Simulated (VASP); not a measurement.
# AlFe (P1) in VASP: single point with LDA

Aim: the single point of AlFe with LDA.

Everything below comes from runs of VASP 6.6.1. Logs are shortened: lines on timing, memory, paths and dates and some standing lists are left out, and cuts for length are marked.

### 1 The cell of the first run

The typed cell holds 2 atoms: a = 2.915 Å, b = 2.915 Å, c = 2.915 Å, α = 90.00°, β = 90.00°, γ = 90.00°.

### 2 Single point, LDA, collinear spin, ferromagnetic start

INCAR reads:

```
SYSTEM = AlFe
ALGO     = Normal         ! electronic algorithm
EDIFF    = 1E-6           ! SCF threshold, eV
ENCUT    = 520            ! plane-wave cutoff, eV
GGA      = CA             ! functional
ISIF     = 2              ! what is computed and relaxed
ISMEAR   = -1             ! smearing method
ISPIN    = 2              ! spin polarisation
LASPH    = .TRUE.         ! aspherical terms in the spheres
LCHARG   = .FALSE.        ! write CHGCAR
LMAXMIX  = 4              ! l up to which the mixer works
LORBIT   = 11             ! projections on sites
LREAL    = .FALSE.        ! projectors in reciprocal space
LWAVE    = .FALSE.        ! write WAVECAR
MAGMOM   = 0 2.4          ! initial moments
NBANDS   = 16             ! bands
NELM     = 150            ! most SCF steps
PREC     = Accurate       ! precision mode
SIGMA    = 0.1            ! smearing width, eV
```

KPOINTS reads:

```
k-points
0
G
  7 7 7
  0 0 0
```

POSCAR reads:

```
AlFe
1.0
    2.9148419390      0.0000000000      0.0000000000
    0.0000000000      2.9148419390      0.0000000000
    0.0000000000      0.0000000000      2.9148419390
Al Fe
1 1
Direct
    0.0008200000      0.0064200000      0.0081700000
    0.4997100000      0.4938200000      0.4953000000
```

Potentials or basis: VASP PAW LDA potentials, release 64 (Al, Fe).

On the command line:

```console
> cat potpaw_LDA.64/Al/POTCAR potpaw_LDA.64/Fe/POTCAR > POTCAR
> mpirun -np 1 vasp_std > vasp.out
```

OUTCAR:

```text
SYSTEM = AlFe
   EDIFF = 1E-6
   ENCUT = 520
   GGA = CA
   ISIF = 2
   ISMEAR = -1
   ISPIN = 2
   LASPH = .TRUE.
   LORBIT = 11
   LREAL = .FALSE.
   NELM = 150
   PREC = Accurate

 ion  position               nearest neighbor table
   1  0.001  0.006  0.008-   2 2.48   2 2.48   2 2.52   2 2.52   2 2.53   2 2.53   2 2.57   2 2.57

   2  0.500  0.494  0.495-   1 2.48   1 2.48   1 2.52   1 2.52   1 2.53   1 2.53   1 2.57   1 2.57

  LATTYP: Found a simple cubic cell.
 ALAT       =     2.9148419390

  Lattice vectors:

 A1 = (   2.9148419390,   0.0000000000,   0.0000000000)
 A2 = (   0.0000000000,   2.9148419390,   0.0000000000)
 A3 = (   0.0000000000,   0.0000000000,   2.9148419390)

Analysis of symmetry for initial positions (statically):
=====================================================================
 Subroutine PRICEL returns:
 Original cell was already a primitive cell.

 Routine SETGRP: Setting up the symmetry group for a
 simple cubic supercell.

 Subroutine GETGRP returns: Found  1 space group operations
 (whereof  1 operations were pure point group operations)
 out of a pool of 48 trial point group operations.

The static configuration has the point symmetry C_1 .

Analysis of symmetry for dynamics (positions and initial velocities):
=====================================================================
 Subroutine PRICEL returns:
 Original cell was already a primitive cell.

 Routine SETGRP: Setting up the symmetry group for a
 simple cubic supercell.

 Subroutine GETGRP returns: Found  1 space group operations
 (whereof  1 operations were pure point group operations)
 out of a pool of 48 trial point group operations.

The dynamic configuration has the point symmetry C_1 .

Analysis of structural, dynamic, and magnetic symmetry:
=====================================================================
 Subroutine PRICEL returns:
 Original cell was already a primitive cell.

 Routine SETGRP: Setting up the symmetry group for a
 simple cubic supercell.

 Subroutine GETGRP returns: Found  1 space group operations
 (whereof  1 operations were pure point group operations)
 out of a pool of 48 trial point group operations.

The overall configuration has the point symmetry C_1 .

 Subroutine INISYM returns: Found  1 space group operations
 (whereof  1 operations are pure point group operations),
 and found     1 'primitive' translations

----------------------------------------------------------------------------------------

                                     Primitive cell

  volume of cell :      24.7654

  direct lattice vectors                    reciprocal lattice vectors
     2.914841939  0.000000000  0.000000000     0.343071776  0.000000000  0.000000000
     0.000000000  2.914841939  0.000000000     0.000000000  0.343071776  0.000000000
     0.000000000  0.000000000  2.914841939     0.000000000  0.000000000  0.343071776

  length of vectors
     2.914841939  2.914841939  2.914841939     0.343071776  0.343071776  0.343071776

  position of ions in fractional coordinates (direct lattice)
     0.000820000  0.006420000  0.008170000
     0.499710000  0.493820000  0.495300000

  ion indices of the primitive-cell ions
   primitive index   ion index
                 1           1
                 2           2

----------------------------------------------------------------------------------------

 KPOINTS: k-points

Automatic generation of k-mesh.
 Grid dimensions read from file:
 generate k-points for:    7    7    7

 Generating k-lattice:

  Cartesian coordinates                     Fractional coordinates (reciprocal lattice)
     0.049010254  0.000000000  0.000000000     0.142857143  0.000000000  0.000000000
     0.000000000  0.049010254  0.000000000     0.000000000  0.142857143  0.000000000
     0.000000000  0.000000000  0.049010254     0.000000000  0.000000000  0.142857143

  Length of vectors
     0.049010254  0.049010254  0.049010254

  Shift w.r.t. Gamma in fractional coordinates (k-lattice)
     0.000000000  0.000000000  0.000000000

 Subroutine IBZKPT returns following result:
 ===========================================

 Found    172 irreducible k-points:

 Following reciprocal coordinates:
            Coordinates               Weight
  0.000000  0.000000  0.000000      1.000000
  0.142857  0.000000  0.000000      2.000000
  0.000000  0.142857  0.000000      2.000000
  0.000000  0.000000  0.142857      2.000000
  0.285714  0.000000  0.000000      2.000000
  0.000000  0.285714  0.000000      2.000000
[... 16 lines left out ...]
  0.000000 -0.285714  0.142857      2.000000
 -0.142857  0.000000  0.285714      2.000000
 [... further k-points ...]
   k-points           NKPTS =    172   k-points in BZ     NKDIM =    172   number of bands    NBANDS=     16
   number of dos      NEDOS =    301   number of ions     NIONS =      2
   total plane-waves  NPLWV =  13824
   dimension x,y,z NGX =    24 NGY =   24 NGZ =   24
   dimension x,y,z NGXF=    48 NGYF=   48 NGZF=   48
   ions per type =               1   1
   NGX,Y,Z   is equivalent  to a cutoff of  13.69, 13.69, 13.69 a.u.
   NGXF,Y,Z  is equivalent  to a cutoff of  27.38, 27.38, 27.38 a.u.
 SYSTEM =  AlFe
   PREC   = accura    normal or accurate (medium, high low for compatibility)
   ISTART =      0    job   : 0-new  1-cont  2-samecut
   ICHARG =      2    charge: 1-file 2-atom 10-const
   ISPIN  =      2    spin polarized calculation?
   LNONCOLLINEAR =      F non collinear calculations
   LSORBIT =      F    spin-orbit coupling
   LASPH  =      T    aspherical Exc in radial PAW
   ENCUT  =  520.0 eV  38.22 Ry    6.18 a.u.   5.42  5.42  5.42*2*pi/ulx,y,z
   NELM   =    150;   NELMIN=  2; NELMDL= -5     # of ELM steps
   EDIFF  = 0.1E-05   stopping-criterion for ELM
   LREAL  =      F    real-space projection
   EDIFFG = 0.1E-04   stopping-criterion for IOM
   NSW    =      0    number of steps for IOM
   IBRION =     -1    ionic relax: 0-MD 1-quasi-New 2-CG
   NFREE  =      0    steps in history (QN), initial steepest desc. (CG)
   ISIF   =      2    stress and relaxation
   ISYM   =      2    0-nonsym 1-usesym 2-fastsym
   POTIM  = 0.5000    time-step for ionic-motion
   TEBEG  =    0.0;   TEEND  =   0.0 temperature during run
   PSTRESS=    0.0 pullay stress
   NELECT =      11.0000    total number of electrons
   NUPDOWN=      -1.0000    fix difference up-down
   EMIN   =  10.00;   EMAX   =-10.00  energy-range for DOS
   EFERMI =   0.00;   METHOD = LEGACY
   ISMEAR =    -1;   SIGMA  =   0.10  broadening in eV -4-tet -1-fermi 0-gaus
   EFERMI_NEDOS =   21; number of points for ismear=-14 and -15
   IALGO  =     38    algorithm
   IMIX   =      4    mixing-type and parameters
     AMIX     =   0.40;   BMIX     =  1.00
     AMIX_MAG =   1.60;   BMIX_MAG =  1.00
  volume/ion in A,a.u.               =      12.38        83.56
  Fermi-wavevector in a.u.,A,eV,Ry     =   1.249081  2.360421 21.227866  1.560204
  Thomas-Fermi vector in A             =   2.383138
   LORBIT       =     11    0 simple, 1 ext, 2 COOP (PROOUT), +10 PAW based schemes
   GGA     = CA    functional components
   LHFCALC =     F    Hartree Fock is set to
   AEXX    =    0.0000 exact exchange contribution
   IVDW    =     0    specifies the selected vdW correction
   LEPSILON=     F    determine dielectric tensor
   LRPA    =     F    only Hartree local field effects (RPA)
 spin polarized calculation
  energy-cutoff  :      520.00
  volume of cell :       24.77
 maximum number of plane-waves:       691
 NGX is ok and might be reduce to    24
   NGX = 11   NGY = 11   NGZ = 11

 number of electron      10.9999999 magnetization       0.6391524

 Free energy of the ion-electron system (eV)
  ---------------------------------------------------
  ext. energy  EPLUGINS =         0.00000000
  ---------------------------------------------------
  free energy    TOTEN  =       -14.21553236 eV

  energy without entropy =      -14.13554706  energy(sigma->0) =      -14.17553971

 E-fermi :   7.3903     XC(G=0): -12.1737

 val. band max:        7.3896410312   @ k =   0.1429   0.2857   0.1429
 cond. band min:       7.3905375011   @ k =  -0.2857   0.1429   0.1429
 fundamental gap:      0.0008964699
 Fermi energy:         7.3902905797

 spin component 1

 k-point     1 :       0.0000    0.0000    0.0000
  band No.  band energies     occupation
      1      -2.7567      1.00000
      2       4.9783      1.00000
      3       4.9793      1.00000
      4       7.1033      0.94633
      5       7.1044      0.94576
      6       7.1054      0.94527
[... 8 lines left out ...]
     15      28.4933      0.00000
     16      30.6547      0.00000
[... 419 lines left out ...]
 k-point    24 :      -0.1429    0.0000    0.2857
  band No.  band energies     occupation
      1      -0.9632      1.00000
      2       4.4530      1.00000
      3       5.3146      1.00000
      4       6.2961      0.99998
      5       6.5404      0.99980
      6       7.0010      0.98002
[... 8 lines left out ...]
     15      26.4752      0.00000
     16      27.1929      0.00000

 [... further k-points ...]

 spin component 2

 k-point     1 :       0.0000    0.0000    0.0000
  band No.  band energies     occupation
      1      -2.7225      1.00000
      2       5.3469      1.00000
      3       5.3478      1.00000
      4       7.7352      0.03079
      5       7.7389      0.02972
      6       7.7398      0.02946
[... 8 lines left out ...]
     15      28.5519      0.00000
     16      30.6781      0.00000
[... 419 lines left out ...]
 k-point    24 :      -0.1429    0.0000    0.2857
  band No.  band energies     occupation
      1      -0.9282      1.00000
      2       4.6651      1.00000
      3       5.6930      1.00000
      4       6.8225      0.99659
      5       7.1182      0.93826
      6       7.6239      0.08822
[... 8 lines left out ...]
     15      26.5264      0.00000
     16      27.2489      0.00000

 [... further k-points ...]

------------------------ aborting loop because EDIFF is reached ----------------------------------------

  FORCE on cell =-STRESS in cart. coord.  units (eV):
  Direction    XX          YY          ZZ          XY          YZ          ZX
  --------------------------------------------------------------------------------------
  -------------------------------------------------------------------------------------
  Total       -2.5062020     -2.5180177     -2.5184301      0.0024300      0.0280779      0.0024821
  in kB     -162.1368076   -162.9012176   -162.9278972      0.1572094      1.8164812      0.1605784
  external PRESSURE =    -162.6553075 kB  Pullay stress =       0.0000000 kB

 VOLUME and BASIS-vectors are now :
 -----------------------------------------------------------------------------
  energy-cutoff  :      520.00
  volume of cell :       24.77
      direct lattice vectors                 reciprocal lattice vectors
     2.914841939  0.000000000  0.000000000     0.343071776  0.000000000  0.000000000
     0.000000000  2.914841939  0.000000000     0.000000000  0.343071776  0.000000000
     0.000000000  0.000000000  2.914841939     0.000000000  0.000000000  0.343071776

 POSITION                                       TOTAL-FORCE (eV/Angst)
 -----------------------------------------------------------------------------------
      0.00239      0.01871      0.02381        -0.020133     -0.227496     -0.232367
      1.45658      1.43941      1.44372         0.020133      0.227496      0.232367
 -----------------------------------------------------------------------------------
    total drift:                               -0.000017     -0.000157     -0.000073

  FREE ENERGIE OF THE ION-ELECTRON SYSTEM (eV)
  ---------------------------------------------------
  free  energy   TOTEN  =       -14.2155323620 eV

  energy  without entropy=      -14.1355470620  energy(sigma->0) =      -14.17553971

 total charge

# of ion       s       p       d       tot
------------------------------------------
    1        0.401   0.423   0.000   0.825
    2        0.417   0.465   6.483   7.365
--------------------------------------------------
tot          0.819   0.888   6.483   8.190

 magnetization (x)

# of ion       s       p       d       tot
------------------------------------------
    1       -0.006  -0.012   0.000  -0.018
    2       -0.002   0.005   0.663   0.665
--------------------------------------------------
tot         -0.008  -0.007   0.663   0.647
```

Run time: 48 s. Hardware: 1 thread of Intel Xeon Platinum 8375C at 2.90GHz (Ice Lake), shared host; peak memory 0.21 GiB.

What came out:

* Free energy: -14.2155 eV
* Pressure: -16.3 GPa
* Largest force: 0.326 eV/Å
* Net moment: 0.64 μB per cell
* Site moments: Al -0.02; Fe +0.67 μB
* Valence electrons inside the program's atomic spheres: Al 0.82; Fe 7.37

Forces in eV/Å, atoms in the order of the input:
```
Al  -0.020 -0.227 -0.232
Fe   0.020  0.227  0.232
```
